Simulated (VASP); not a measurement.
# Ni in VASP: single point with PBEsol

Aim: the single point of Ni with PBEsol.

Everything below comes from runs of VASP 6.6.1. Logs are shortened: lines on timing, memory, paths and dates and some standing lists are left out, and cuts for length are marked.

## 1. The cell of the first run

The cell holds a slab with vacuum, 5 atoms: a = 2.450 Å, b = 2.450 Å, c = 19.834 Å, α = 90.00°, β = 90.00°, γ = 90.00°.

## 2. Single point, PBEsol, collinear spin, ferromagnetic start

INCAR

```
PREC = Accurate
ENCUT = 520
EDIFF = 1E-6
ISMEAR = -1
SIGMA = 0.1
LREAL = F
LASPH = T
NELM = 150
ALGO = Normal
ISIF = 2
LWAVE = F
LCHARG = F
ISPIN = 2
MAGMOM = 1 1 1 1 1
LORBIT = 11
LMAXMIX = 4
LDIPOL = T
IDIPOL = 3
DIPOL = 0.5 0.5 0.500
GGA = PS
NBANDS = 37
```

KPOINTS

```
regular mesh
0
Gamma
  17 17 1
```

POSCAR

```
Ni
1.0
    2.4496600307      0.0000000000      0.0000000000
    0.0000000000      2.4496600307      0.0000000000
    0.0000000000      0.0000000000     19.8338000000
Ni
5
Direct
    0.0000000000      0.0000000000      0.3277245302
    0.5000000000      0.5000000000      0.4120101718
    0.0000000000      0.0000000000      0.4999998574
    0.5000000000      0.5000000000      0.5879897235
    0.0000000000      0.0000000000      0.6722754698
```

Potentials or basis: VASP PAW PBE potentials, release 64 (Ni).

Run with:

```console
$ cat potpaw_PBE.64/Ni/POTCAR > POTCAR
$ mpirun -np 1 vasp_std > vasp.out
```

OUTCAR:

```text
PREC = Accurate
   ENCUT = 520
   EDIFF = 1E-6
   ISMEAR = -1
   LREAL = F
   LASPH = T
   NELM = 150
   ISIF = 2
   ISPIN = 2
   LORBIT = 11
   GGA = PS

 ion  position               nearest neighbor table
   1  0.000  0.000  0.328-   2 2.41   2 2.41   2 2.41   2 2.41
   2  0.500  0.500  0.412-   1 2.41   1 2.41   1 2.41   1 2.41   3 2.46   3 2.46   3 2.46   3 2.46

   3  0.000  0.000  0.500-   2 2.46   2 2.46   2 2.46   2 2.46   4 2.46   4 2.46   4 2.46   4 2.46

   4  0.500  0.500  0.588-   5 2.41   5 2.41   5 2.41   5 2.41   3 2.46   3 2.46   3 2.46   3 2.46

   5  0.000  0.000  0.672-   4 2.41   4 2.41   4 2.41   4 2.41

  LATTYP: Found a simple tetragonal cell.
 ALAT       =     2.4496600307
 C/A-ratio  =     8.0965520731

  Lattice vectors:

 A1 = (   2.4496600307,   0.0000000000,   0.0000000000)
 A2 = (   0.0000000000,   2.4496600307,   0.0000000000)
 A3 = (   0.0000000000,   0.0000000000,  19.8338000000)

Analysis of symmetry for initial positions (statically):
=====================================================================
 Subroutine PRICEL returns:
 Original cell was already a primitive cell.

 Routine SETGRP: Setting up the symmetry group for a
 simple tetragonal supercell.

 Subroutine GETGRP returns: Found 16 space group operations
 (whereof 16 operations were pure point group operations)
 out of a pool of 16 trial point group operations.

The static configuration has the point symmetry D_4h.

Analysis of symmetry for dynamics (positions and initial velocities):
=====================================================================
 Subroutine PRICEL returns:
 Original cell was already a primitive cell.

 Routine SETGRP: Setting up the symmetry group for a
 simple tetragonal supercell.

 Subroutine GETGRP returns: Found 16 space group operations
 (whereof 16 operations were pure point group operations)
 out of a pool of 16 trial point group operations.

The dynamic configuration has the point symmetry D_4h.

Analysis of structural, dynamic, and magnetic symmetry:
=====================================================================
 Subroutine PRICEL returns:
 Original cell was already a primitive cell.

 Routine SETGRP: Setting up the symmetry group for a
 simple tetragonal supercell.

 Subroutine GETGRP returns: Found 16 space group operations
 (whereof 16 operations were pure point group operations)
 out of a pool of 16 trial point group operations.

[... 140 lines left out ...]
 maximum number of plane-waves:      3267
   NGX =  9   NGY =  9   NGZ = 73

 number of electron      50.0000076 magnetization       3.2436521

 dipolmoment           0.000000      0.000000      0.000019 electrons x Angstroem

 Free energy of the ion-electron system (eV)
  ---------------------------------------------------
  ext. energy  EPLUGINS =         0.00000000
  ---------------------------------------------------
  free energy    TOTEN  =       -28.84578012 eV

  energy without entropy =      -28.56462640  energy(sigma->0) =      -28.70520326

 E-fermi :   1.5387     XC(G=0):  -6.9383

 val. band max:        1.5384035814   @ k =   0.1765   0.0588   0.0000
 cond. band min:       1.5405959489   @ k =   0.4706   0.3529   0.0000
 fundamental gap:      0.0021923674
 Fermi energy:         1.5386600124

 spin component 1

 k-point     1 :       0.0000    0.0000    0.0000
  band No.  band energies     occupation
      1      -7.4158      1.00000
      2      -6.2129      1.00000
      3      -4.4475      1.00000
      4      -3.3010      1.00000
      5      -3.2780      1.00000
      6      -2.7592      1.00000
[... 949 lines left out ...]
     36      11.1343      0.00000
     37      12.3035      0.00000

 [... further k-points ...]

 spin component 2

 k-point     1 :       0.0000    0.0000    0.0000
  band No.  band energies     occupation
      1      -7.4193      1.00000
      2      -6.2068      1.00000
      3      -4.3990      1.00000
      4      -3.0822      1.00000
      5      -2.9390      1.00000
      6      -2.1912      1.00000
[... 949 lines left out ...]
     36      11.2164      0.00000
     37      12.2503      0.00000

 [... further k-points ...]

------------------------ aborting loop because EDIFF is reached ----------------------------------------

 vacuum level on the upper side and lower side of the slab       (xc-potential included)        -0.007        -0.008

  FORCE on cell =-STRESS in cart. coord.  units (eV):
  Direction    XX          YY          ZZ          XY          YZ          ZX
  --------------------------------------------------------------------------------------
  -------------------------------------------------------------------------------------
  Total       -1.6665209     -1.6665209      0.0140220      0.0000000     -0.0000000      0.0000000
  in kB      -22.4338482    -22.4338482      0.1887575      0.0000000     -0.0000000      0.0000000
  external PRESSURE =     -14.8929797 kB  Pullay stress =       0.0000000 kB

 VOLUME and BASIS-vectors are now :
 -----------------------------------------------------------------------------
  energy-cutoff  :      520.00
  volume of cell :      119.02
      direct lattice vectors                 reciprocal lattice vectors
     2.449660031  0.000000000  0.000000000     0.408219911  0.000000000  0.000000000
     0.000000000  2.449660031  0.000000000     0.000000000  0.408219911  0.000000000
     0.000000000  0.000000000 19.833800000     0.000000000  0.000000000  0.050418982

 POSITION                                       TOTAL-FORCE (eV/Angst)
 -----------------------------------------------------------------------------------
      0.00000      0.00000      6.50002        -0.000000     -0.000000     -0.005725
      1.22483      1.22483      8.17173         0.000000      0.000000      0.008094
      0.00000      0.00000      9.91690        -0.000000      0.000000      0.000000
      1.22483      1.22483     11.66207        -0.000000      0.000000     -0.008094
      0.00000      0.00000     13.33378        -0.000000     -0.000000      0.005725
 -----------------------------------------------------------------------------------
    total drift:                                0.000000      0.000000      0.003210

  FREE ENERGIE OF THE ION-ELECTRON SYSTEM (eV)
  ---------------------------------------------------
  free  energy   TOTEN  =       -28.8457801208 eV

  energy  without entropy=      -28.5646264043  energy(sigma->0) =      -28.70520326

 vacuum level on the upper side and lower side of the slab         6.694         6.694

 total charge

# of ion       s       p       d       tot
------------------------------------------
    1        0.498   0.386   8.334   9.218
    2        0.524   0.557   8.337   9.417
    3        0.517   0.538   8.332   9.388
    4        0.524   0.557   8.337   9.417
    5        0.498   0.386   8.334   9.218
--------------------------------------------------
tot          2.560   2.424  41.675  46.659

 magnetization (x)

# of ion       s       p       d       tot
------------------------------------------
    1       -0.002  -0.017   0.731   0.712
    2       -0.007  -0.023   0.650   0.620
    3       -0.007  -0.023   0.649   0.619
    4       -0.007  -0.023   0.650   0.620
    5       -0.002  -0.017   0.731   0.712
--------------------------------------------------
tot         -0.025  -0.104   3.412   3.282
```

OSZICAR:

```text
N       E                     dE             d eps       ncg     rms          rms(c)
DAV:   1     0.360127930277E+03    0.36013E+03   -0.22571E+04  6660   0.157E+03
DAV:   2    -0.592820601312E+01   -0.36606E+03   -0.34501E+03  6670   0.327E+02
DAV:   3    -0.339106836006E+02   -0.27982E+02   -0.26357E+02  7212   0.124E+02
[... 25 lines left out ...]
DAV:  29    -0.288457301398E+02   -0.15895E-03   -0.56629E-06  6052   0.186E-02    0.894E-03
DAV:  30    -0.288457583399E+02   -0.28200E-04   -0.92362E-07  5137   0.110E-02    0.407E-03
DAV:  31    -0.288457683295E+02   -0.99896E-05   -0.34893E-07  4704   0.536E-03    0.172E-03
DAV:  32    -0.288457789532E+02   -0.10624E-04   -0.59617E-07  4870   0.365E-03    0.106E-03
DAV:  33    -0.288457805890E+02   -0.16358E-05   -0.30386E-07  4879   0.260E-03    0.106E-03
DAV:  34    -0.288457801208E+02    0.46812E-06   -0.63806E-08  4529   0.228E-03
   1 F= -.28845780E+02 E0= -.28705203E+02  d E =-.281154E+00  mag=     3.2437
```

stdout:

```text
POSCAR found type information on POSCAR Ni
 POSCAR found :  1 types and       5 ions
 scaLAPACK will be used
 -----------------------------------------------------------------------------
|                                                                             |
|                                                                             |
|     You enforced a specific xc type in the INCAR file but a different       |
|     I HOPE YOU KNOW WHAT YOU ARE DOING!                                     |
|                                                                             |
 -----------------------------------------------------------------------------

 LDA part: xc-table for (Slater+PW92), standard interpolation
 POSCAR, INCAR and KPOINTS ok, starting setup
 FFT: planning ... GRIDC
 FFT: planning ... GRID_SOFT
 FFT: planning ... GRID
 WAVECAR not read
 entering main loop
```

Run time: 7.5 min. Hardware: 1 thread of Intel Xeon 6975P-C (Granite Rapids), shared host; peak memory 0.43 GiB.

What came out:

```
Free energy                                           : -28.8458 eV
Largest force                                         : 0.008 eV/Å
Net moment                                            : 3.24 μB per cell
Site moments                                          : Ni +0.71, +0.62 (each value once) μB
Valence electrons inside the program's atomic spheres : Ni 9.22, 9.42, 9.39 (each value once)
```

Forces on the atoms (eV/Å):
```
Ni   0.000  0.000 -0.006
Ni   0.000  0.000  0.008
Ni   0.000  0.000  0.000
Ni   0.000  0.000 -0.008
Ni   0.000  0.000  0.006
```

Levels at points of the mesh, in eV from the Fermi level:
Spin up:
```tsv
k point	band 23	band 24	band 25	band 26	band 27	band 28	band 29	band 30	band 31	band 32
(0.00, 0.00, 0.00)	-0.80	-0.77	-0.77	-0.60	-0.52	-0.47	-0.47	0.59	1.93	4.89
```
Spin down:
```
           k point  band 21  band 22  band 23  band 24  band 25  band 26  band 27  band 28
(0.00, 0.00, 0.00)    -0.60    -0.43    -0.13     0.05     0.05     0.18     0.22     0.35
```

Caveat: the PAW data sets were made with another functional, which shifts forces and pressure a little.
